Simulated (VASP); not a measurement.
# W8C8F in VASP: single point with PBE

Aim: the single point of W8C8F with PBE.

All numbers are computed with VASP 6.6.1; they aren't measurements. Logs are shortened: lines on timing, memory, paths and dates and some standing lists are left out, and cuts for length are marked.

## (1) The cell of the first run

The cell holds a slab with vacuum, 17 atoms: a = 5.678 Å, b = 5.678 Å, c = 15.183 Å, α = 90.00°, β = 90.00°, γ = 120.00°.

## (2) Single point, PBE

File INCAR:

```
SYSTEM = W8C8F
ALGO     = Normal         ! electronic algorithm
EDIFF    = 1E-6           ! SCF threshold, eV
ENCUT    = 520            ! plane-wave cutoff, eV
GGA      = PE             ! functional
ISIF     = 2              ! what is computed and relaxed
ISMEAR   = 0              ! smearing method
LASPH    = .TRUE.         ! aspherical terms in the spheres
LCHARG   = .TRUE.         ! write CHGCAR
LELF     = .TRUE.         ! ELF
LREAL    = Auto         
LVHAR    = .TRUE.       
LWAVE    = .FALSE.        ! write WAVECAR
NBANDS   = 90             ! bands
NELM     = 80             ! most SCF steps
PREC     = Accurate       ! precision mode
SIGMA    = 0.1            ! smearing width, eV
```

File KPOINTS:

```
k-points
0
G
  4 4 1
  0 0 0
```

File POSCAR:

```
W8C8F
1.0
    5.6779000000      0.0000000000      0.0000000000
   -2.8389500000      4.9172060000      0.0000000000
    0.0000000000      0.0000000000     15.1826300000
W C F
8 8 1
Direct
    0.0000000000      0.0000000000      0.0658646756
   -0.0007122936      0.0056650057      0.2567190269
    0.0000000000      0.5000000000      0.0658646756
    0.0006497901      0.5045141489      0.2567297629
    0.5000000000      0.0000000000      0.0658646756
    0.5000615744      0.0070123155      0.2595041834
    0.5000000000      0.5000000000      0.0658646756
    0.5040029878      0.5107245863      0.2532921503
    0.3340196303      0.1685869984      0.1557105719
    0.3294421555      0.1964288256      0.3430113887
    0.3334557171      0.6703831403      0.1539612702
    0.3355438831      0.6713780143      0.3323995250
    0.8315260401      0.1670440490      0.1550811684
    0.8331194318      0.1701586226      0.3340352100
    0.8358644511      0.6689056753      0.1531263029
    0.8299341934      0.6726840405      0.3313303426
    0.3311625246      0.2903892983      0.4257448150
```

Potentials or basis: VASP PAW PBE potentials, release 64 (W_sv, C, F).

Launch:

```console
> cat potpaw_PBE.64/W_sv/POTCAR potpaw_PBE.64/C/POTCAR potpaw_PBE.64/F/POTCAR > POTCAR
> mpirun -np 1 vasp_std > vasp.out
```

OUTCAR:

```text
SYSTEM = W8C8F
   EDIFF = 1E-6
   ENCUT = 520
   GGA = PE
   ISIF = 2
   ISMEAR = 0
   LASPH = .TRUE.
   LREAL = Auto
   NELM = 80
   PREC = Accurate

 ion  position               nearest neighbor table
   1  0.000  0.000  0.066-  15 2.10  13 2.13   9 2.14   5 2.84   5 2.84   3 2.84   3 2.84   7 2.84
                             7 2.84   2 2.90
   2  0.999  0.006  0.257-  16 1.99  14 2.01  10 2.09  13 2.24   9 2.25  15 2.28   8 2.81   4 2.83
                             6 2.84   6 2.84   4 2.85   8 2.87   1 2.90
   3  0.000  0.500  0.066-  15 2.11  11 2.12  13 2.12   7 2.84   7 2.84   5 2.84   1 2.84   1 2.84
                             5 2.84   4 2.90
   4  0.001  0.505  0.257-  12 2.01  16 2.01  14 2.02  15 2.26  11 2.26  13 2.27   2 2.83   6 2.83
                             8 2.84   8 2.84   6 2.84   2 2.85   3 2.90
   5  0.500  0.000  0.066-  11 2.10  13 2.12   9 2.14   1 2.84   1 2.84   3 2.84   7 2.84   7 2.84
                             3 2.84   6 2.94
   6  0.500  0.007  0.260-  12 1.99  14 1.99  10 2.18   9 2.25  13 2.27  11 2.30   8 2.83   4 2.83
                             2 2.84   2 2.84   4 2.84   8 2.85   5 2.94
   7  0.500  0.500  0.066-  15 2.12   9 2.13  11 2.13   3 2.84   3 2.84   1 2.84   5 2.84   5 2.84
                             1 2.84   8 2.85
   8  0.504  0.511  0.253-  16 1.99  12 2.02  10 2.06  11 2.22  15 2.23   9 2.24   2 2.81   6 2.83
                             4 2.84   4 2.84   7 2.85   6 2.85   2 2.87
   9  0.334  0.169  0.156-   7 2.13   1 2.14   5 2.14   8 2.24   2 2.25   6 2.25
  10  0.329  0.196  0.343-  17 1.36   8 2.06   2 2.09   6 2.18
  11  0.333  0.670  0.154-   5 2.10   3 2.12   7 2.13   8 2.22   4 2.26   6 2.30
  12  0.336  0.671  0.332-   6 1.99   4 2.01   8 2.02
  13  0.832  0.167  0.155-   5 2.12   3 2.12   1 2.13   2 2.24   4 2.27   6 2.27
  14  0.833  0.170  0.334-   6 1.99   2 2.01   4 2.02
  15  0.836  0.669  0.153-   1 2.10   3 2.11   7 2.12   8 2.23   4 2.26   2 2.28
  16  0.830  0.673  0.331-   2 1.99   8 1.99   4 2.01
  17  0.331  0.290  0.426-  10 1.36

  LATTYP: Found a hexagonal cell.
 ALAT       =     5.6779000000
 C/A-ratio  =     2.6739868613

  Lattice vectors:

 A1 = (   5.6779000000,   0.0000000000,   0.0000000000)
 A2 = (  -2.8389500000,   4.9172060000,   0.0000000000)
 A3 = (   0.0000000000,   0.0000000000,  15.1826300000)

Analysis of symmetry for initial positions (statically):
=====================================================================
 Subroutine PRICEL returns:
 Original cell was already a primitive cell.

 Routine SETGRP: Setting up the symmetry group for a
 hexagonal supercell.

 Subroutine GETGRP returns: Found  1 space group operations
 (whereof  1 operations were pure point group operations)
 out of a pool of 24 trial point group operations.

The static configuration has the point symmetry C_1 .

Analysis of symmetry for dynamics (positions and initial velocities):
=====================================================================
 Subroutine PRICEL returns:
 Original cell was already a primitive cell.

 Routine SETGRP: Setting up the symmetry group for a
 hexagonal supercell.

 Subroutine GETGRP returns: Found  1 space group operations
 (whereof  1 operations were pure point group operations)
 out of a pool of 24 trial point group operations.

The dynamic configuration has the point symmetry C_1 .

 Subroutine INISYM returns: Found  1 space group operations
 (whereof  1 operations are pure point group operations),
 and found     1 'primitive' translations

----------------------------------------------------------------------------------------

                                     Primitive cell

  volume of cell :     423.8900

  direct lattice vectors                    reciprocal lattice vectors
     5.677900000  0.000000000  0.000000000     0.176121453  0.101683761  0.000000000
    -2.838950000  4.917206000  0.000000000     0.000000000  0.203367522  0.000000000
     0.000000000  0.000000000 15.182630000     0.000000000  0.000000000  0.065864741

  length of vectors
     5.677900000  5.677900312 15.182630000     0.203367533  0.203367522  0.065864741

  position of ions in fractional coordinates (direct lattice)
     0.000000000  0.000000000  0.065864676
     0.999287706  0.005665006  0.256719027
     0.000000000  0.500000000  0.065864676
     0.000649790  0.504514149  0.256729763
     0.500000000  0.000000000  0.065864676
     0.500061574  0.007012315  0.259504183
[... 9 lines left out ...]
     0.829934193  0.672684041  0.331330343
     0.331162525  0.290389298  0.425744815

  ion indices of the primitive-cell ions
   primitive index   ion index
                 1           1
                 2           2
                 3           3
                 4           4
                 5           5
                 6           6
[... 9 lines left out ...]
                16          16
                17          17

----------------------------------------------------------------------------------------

 KPOINTS: k-points

Automatic generation of k-mesh.
 Grid dimensions read from file:
 generate k-points for:    4    4    1

 Generating k-lattice:

  Cartesian coordinates                     Fractional coordinates (reciprocal lattice)
     0.044030363  0.025420940  0.000000000     0.250000000  0.000000000  0.000000000
     0.000000000  0.050841881  0.000000000     0.000000000  0.250000000  0.000000000
     0.000000000  0.000000000  0.065864741     0.000000000  0.000000000  1.000000000

  Length of vectors
     0.050841883  0.050841881  0.065864741

  Shift w.r.t. Gamma in fractional coordinates (k-lattice)
     0.000000000  0.000000000  0.000000000

 Subroutine IBZKPT returns following result:
 ===========================================

 Found     10 irreducible k-points:

 Following reciprocal coordinates:
            Coordinates               Weight
  0.000000  0.000000  0.000000      1.000000
  0.250000  0.000000  0.000000      2.000000
  0.000000  0.250000  0.000000      2.000000
 -0.250000  0.250000  0.000000      2.000000
  0.500000  0.000000  0.000000      1.000000
  0.000000  0.500000  0.000000      1.000000
  0.500000  0.500000  0.000000      1.000000
  0.250000  0.250000  0.000000      2.000000
 -0.250000  0.500000  0.000000      2.000000
  0.500000  0.250000  0.000000      2.000000
   k-points           NKPTS =     10   k-points in BZ     NKDIM =     10   number of bands    NBANDS=     90
   number of dos      NEDOS =    301   number of ions     NIONS =     17
   total plane-waves  NPLWV = 211680
   dimension x,y,z NGX =    42 NGY =   42 NGZ =  120
   dimension x,y,z NGXF=    84 NGYF=   84 NGZF=  240
   ions per type =               8   8   1
   NGX,Y,Z   is equivalent  to a cutoff of  12.30, 12.30, 13.14 a.u.
   NGXF,Y,Z  is equivalent  to a cutoff of  24.59, 24.59, 26.28 a.u.
 SYSTEM =  W8C8F
   PREC   = accura    normal or accurate (medium, high low for compatibility)
   ISTART =      0    job   : 0-new  1-cont  2-samecut
   ICHARG =      2    charge: 1-file 2-atom 10-const
   ISPIN  =      1    spin polarized calculation?
   LNONCOLLINEAR =      F non collinear calculations
   LSORBIT =      F    spin-orbit coupling
   LASPH  =      T    aspherical Exc in radial PAW
   ENCUT  =  520.0 eV  38.22 Ry    6.18 a.u.  10.56 10.56 28.23*2*pi/ulx,y,z
   NELM   =     80;   NELMIN=  2; NELMDL= -5     # of ELM steps
   EDIFF  = 0.1E-05   stopping-criterion for ELM
   LREAL  =      T    real-space projection
   EDIFFG = 0.1E-04   stopping-criterion for IOM
   NSW    =      0    number of steps for IOM
[... 5 lines left out ...]
   TEBEG  =    0.0;   TEEND  =   0.0 temperature during run
   PSTRESS=    0.0 pullay stress
   NELECT =     151.0000    total number of electrons
   NUPDOWN=      -1.0000    fix difference up-down
   EMIN   =  10.00;   EMAX   =-10.00  energy-range for DOS
   EFERMI =   0.00;   METHOD = LEGACY
   ISMEAR =     0;   SIGMA  =   0.10  broadening in eV -4-tet -1-fermi 0-gaus
   EFERMI_NEDOS =   21; number of points for ismear=-14 and -15
   IALGO  =     38    algorithm
   IMIX   =      4    mixing-type and parameters
     AMIX     =   0.40;   BMIX     =  1.00
     AMIX_MAG =   1.60;   BMIX_MAG =  1.00
  volume/ion in A,a.u.               =      24.93       168.27
  Fermi-wavevector in a.u.,A,eV,Ry     =   1.160511  2.193049 18.324147  1.346787
  Thomas-Fermi vector in A             =   2.297093
   LORBIT       =      0    0 simple, 1 ext, 2 COOP (PROOUT), +10 PAW based schemes
   GGA     = PE    functional components
   LHFCALC =     F    Hartree Fock is set to
   AEXX    =    0.0000 exact exchange contribution
   IVDW    =     0    specifies the selected vdW correction
   LEPSILON=     F    determine dielectric tensor
   LRPA    =     F    only Hartree local field effects (RPA)
 non-spin polarized calculation
 Gauss-broadening in eV      SIGMA  =   0.10
  energy-cutoff  :      520.00
  volume of cell :      423.89
 maximum number of plane-waves:     11469
   NGX = 21   NGY = 21   NGZ = 57

 number of electron     151.0000007 magnetization

 Free energy of the ion-electron system (eV)
  ---------------------------------------------------
  ext. energy  EPLUGINS =         0.00000000
  ---------------------------------------------------
  free energy    TOTEN  =      -166.14904441 eV

  energy without entropy =     -166.10236687  energy(sigma->0) =     -166.12570564

 E-fermi :   1.0394     XC(G=0):  -6.8157

 val. band max:        1.0219673864   @ k =  -0.2500   0.2500   0.0000
 cond. band min:       1.0448794640   @ k =   0.0000   0.2500   0.0000
 fundamental gap:      0.0229120775
 Fermi energy:         1.0393814852

 k-point     1 :       0.0000    0.0000    0.0000
  band No.  band energies     occupation
      1     -72.7275      2.00000
      2     -72.6686      2.00000
      3     -72.6602      2.00000
      4     -72.6461      2.00000
      5     -72.6395      2.00000
      6     -72.6156      2.00000
[... 889 lines left out ...]
     86       3.6837      0.00000
     87       3.7374      0.00000
 [bands above 87 left out]

------------------------ aborting loop because EDIFF is reached ----------------------------------------

  FORCE on cell =-STRESS in cart. coord.  units (eV):
  Direction    XX          YY          ZZ          XY          YZ          ZX
  --------------------------------------------------------------------------------------
  -------------------------------------------------------------------------------------
  Total       23.7958436     25.7223480      1.3554452      0.8453891     -4.5138315      2.3958616
  in kB       89.9411709     97.2227812      5.1231774      3.1953178    -17.0609329      9.0556403
  external PRESSURE =      64.0957099 kB  Pullay stress =       0.0000000 kB

 VOLUME and BASIS-vectors are now :
 -----------------------------------------------------------------------------
  energy-cutoff  :      520.00
  volume of cell :      423.89
      direct lattice vectors                 reciprocal lattice vectors
     5.677900000  0.000000000  0.000000000     0.176121453  0.101683761  0.000000000
    -2.838950000  4.917206000  0.000000000     0.000000000  0.203367522  0.000000000
     0.000000000  0.000000000 15.182630000     0.000000000  0.000000000  0.065864741

 POSITION                                       TOTAL-FORCE (eV/Angst)
 -----------------------------------------------------------------------------------
      0.00000      0.00000      1.00000        -0.018144      0.224917      0.030378
      5.65777      0.02786      3.89767        -0.034878      0.059558     -0.022441
     -1.41948      2.45860      1.00000         0.010563      0.007155     -0.169216
     -1.42860      2.48080      3.89783        -0.043658      0.078762     -0.028938
      2.83895      0.00000      1.00000        -0.129070      0.212213      0.204884
      2.81939      0.03448      3.93996        -0.080318      0.105447     -0.091923
[... 9 lines left out ...]
      2.80257      3.30773      5.03047        -0.035734      0.116114      0.158624
      1.05591      1.42790      6.46393         0.770601     -1.390177      0.292831
 -----------------------------------------------------------------------------------
    total drift:                               -0.015531      0.017115      0.003153

  FREE ENERGIE OF THE ION-ELECTRON SYSTEM (eV)
  ---------------------------------------------------
  free  energy   TOTEN  =      -166.1490444105 eV

  energy  without entropy=     -166.1023668679  energy(sigma->0) =     -166.12570564
```

Run time: 19 min. Hardware: 1 thread of Intel Xeon Platinum 8488C (Sapphire Rapids), shared host; peak memory 0.6 GiB.

What came out:

- Free energy: -166.1490 eV
- Largest force: 1.616 eV/Å
- Band gap on the k mesh: zero (an odd number of electrons rules out a gap without spin polarisation)

Forces in eV/Å, atoms in the order of the input:
```
W   -0.018  0.225  0.030
W   -0.035  0.060 -0.022
W    0.011  0.007 -0.169
W   -0.044  0.079 -0.029
W   -0.129  0.212  0.205
W   -0.080  0.105 -0.092
W   -0.071  0.035 -0.326
W   -0.081  0.096  0.015
C   -0.021  0.037  0.032
C   -0.051  0.023 -0.065
C   -0.022  0.018 -0.029
C   -0.117  0.330 -0.081
C   -0.005  0.018 -0.014
C   -0.059  0.029  0.071
C   -0.012 -0.001  0.024
C   -0.036  0.116  0.159
F    0.771 -1.390  0.293
```

Caveat: there is no dipole correction, which matters where the two faces differ; spin-orbit coupling is left out, which moves the levels of the heavy elements; an odd number of electrons without spin polarisation forces a metal; a magnetic or distorted state may lie lower.

The gap in the log of VASP goes by the Fermi energy; the results here count the filled bands.